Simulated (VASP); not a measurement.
Write the native input for VASP 6.6.1 that does the following.

- Task: single point
- Functional: LDA
- Potentials or basis: VASP PAW LDA potentials, release 64 (W_sv, Si)
- Cutoff: 520 eV
- k mesh: 12 × 12 × 12
- Occupations: fermi-dirac, width 0.05 eV
- Spin: no spin polarisation
- Dipole correction: no
- Further INCAR settings: ALGO = Normal; EDIFF = 1e-06; NBANDS = 18

The structure of Si2W lies in POSCAR:

```
Si2W
1.0
   -1.5851824729      1.5851824729      3.8620387842
    1.5851824729     -1.5851824729      3.8620387842
    1.5851824729      1.5851824729     -3.8620387842
W Si
1 2
Direct
    0.0000000000      0.0000000000      0.0000000000
    0.6653000000      0.6653000000      0.0000000000
    0.3347000000      0.3347000000      0.0000000000
```

The input as run:

INCAR

```
SYSTEM = Si2W
PREC = Accurate
ENCUT = 520
EDIFF = 1E-6
ISMEAR = -1
SIGMA = 0.05
LREAL = .FALSE.
LASPH = .TRUE.
NELM = 60
ALGO = Normal
ISIF = 2
LWAVE = .FALSE.
LCHARG = .FALSE.
GGA = CA
NBANDS = 18
```

KPOINTS

```
Automatic mesh
0
G
  12 12 12
  0 0 0
```

Potentials or basis: VASP PAW LDA potentials, release 64 (W_sv, Si).

Launch:

```bash
$ cat potpaw_LDA.64/W_sv/POTCAR potpaw_LDA.64/Si/POTCAR > POTCAR
$ mpirun -np 1 vasp_std > vasp.out
```

Results of the run:

```
Pressure               : 4.8 GPa
Largest force          : 0.073 eV/Å
Band gap on the k mesh : zero (bands 11 and 12 overlap by 1.36 eV)
```

Caveat: the cell stands under pressure; spin-orbit coupling is left out, which moves the levels of the heavy elements.

Run time: 3.5 min on 1 thread of Intel Xeon 8259CL (shared host), peak memory 0.25 GiB.
